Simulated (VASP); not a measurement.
Set up this calculation in VASP 6.6.1, as the native input.

```
Task                   : single point
Functional             : PBE
Potentials or basis    : VASP PAW PBE potentials, release 64 (O, Ca_sv, Se)
Cutoff                 : 520 eV
k mesh                 : 4 × 4 × 4
Occupations            : gaussian, width 0.01 eV
Spin                   : no spin polarisation
Dipole correction      : no
Further INCAR settings : ALGO = Normal; EDIFF = 1e-07; NBANDS = 24
```

The structure of Ca2SeO lies in POSCAR:

```
Ca2SeO
1.0
    3.8828618392      0.0000000000      0.0000000000
    0.0000000000      3.8828618392      0.0000000000
    0.0000000000      0.0000000000      5.4944501799
O Ca Se
1 2 1
Direct
    0.0000000000      0.0000000000      0.0000000000
    0.0000000000      0.0000000000      0.5000000000
    0.5000000000      0.5000000000      0.0000000000
    0.5000000000      0.5000000000      0.5000000000
```

These files were run (other wordings do the same):

INCAR

```
SYSTEM = Ca2SeO
ALGO = Normal ; EDIFF = 1E-7
ENCUT = 520 ; GGA = PE
ISIF = 2 ; ISMEAR = 0
LASPH = .TRUE. ; LCHARG = .FALSE.
LREAL = .FALSE. ; LWAVE = .FALSE.
NBANDS = 24 ; NELM = 100
PREC = Accurate ; SIGMA = 0.01
```

KPOINTS

```
k-points
0
G
  4 4 4
  0 0 0
```

Potentials or basis: VASP PAW PBE potentials, release 64 (O, Ca_sv, Se).

Run with:

```console
$ cat potpaw_PBE.64/O/POTCAR potpaw_PBE.64/Ca_sv/POTCAR potpaw_PBE.64/Se/POTCAR > POTCAR
$ mpirun -np 1 vasp_std > vasp.out
```

It gave:

- Pressure: 1.3 GPa
- Band gap on the k mesh: 2.05 eV

It took 22 s on 1 thread of AMD EPYC 9R45 96-Core Processor (Zen 5), on a shared host, peak memory 0.17 GiB.
